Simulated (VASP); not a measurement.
Set up this calculation in VASP 6.6.1, as the native input.

```
Task                   : single point
Functional             : PBEsol
Potentials or basis    : VASP PAW PBE potentials, release 64 (Ga_d, N)
Cutoff                 : 520 eV
k mesh                 : 13 × 13 × 13
Occupations            : fermi-dirac, width 0.02 eV
Spin                   : no spin polarisation
Dipole correction      : no
Further INCAR settings : ALGO = Normal; EDIFF = 1e-06; NBANDS = 16
```

The structure of GaN lies in POSCAR:

```
GaN
1.0
    0.0000000000      2.0187201121      2.0187201121
    2.0187201121      0.0000000000      2.0187201121
    2.0187201121      2.0187201121      0.0000000000
Ga N
1 1
Direct
    0.5000000000      0.5000000000      0.5000000000
    0.0000000000      0.0000000000      0.0000000000
```

This cell differs from its parent crystal: volume scaled by 1.04.

One way to write it, as run:

INCAR

```
PREC     = Accurate       # precision mode
ENCUT    = 520            # plane-wave cutoff, eV
EDIFF    = 1E-6           # SCF threshold, eV
ISMEAR   = -1             # smearing method
SIGMA    = 0.02           # smearing width, eV
LREAL    = F              # projectors in reciprocal space
LASPH    = T              # aspherical terms in the spheres
NELM     = 80             # most SCF steps
ALGO     = Normal         # electronic algorithm
ISIF     = 2              # what is computed and relaxed
LWAVE    = F              # write WAVECAR
LCHARG   = F              # write CHGCAR
GGA      = PS             # functional
NBANDS   = 16             # bands
```

KPOINTS

```
Automatic mesh
0
Gamma
  13 13 13
```

Potentials or basis: VASP PAW PBE potentials, release 64 (Ga_d, N).

Command:

```bash
$ cat potpaw_PBE.64/Ga_d/POTCAR potpaw_PBE.64/N/POTCAR > POTCAR
$ mpirun -np 1 vasp_std > vasp.out
```

It gave:

```yaml
Pressure: 42.1 GPa
Band_gap_on_the_k_mesh: 1.54 eV, indirect (least direct gap 4.63 eV)
```

Caveat: the PAW data sets were made with another functional, which shifts forces and pressure a little.

It took 37 s on 1 thread of Intel Xeon 6975P-C, with other jobs on the host, peak memory 0.16 GiB.
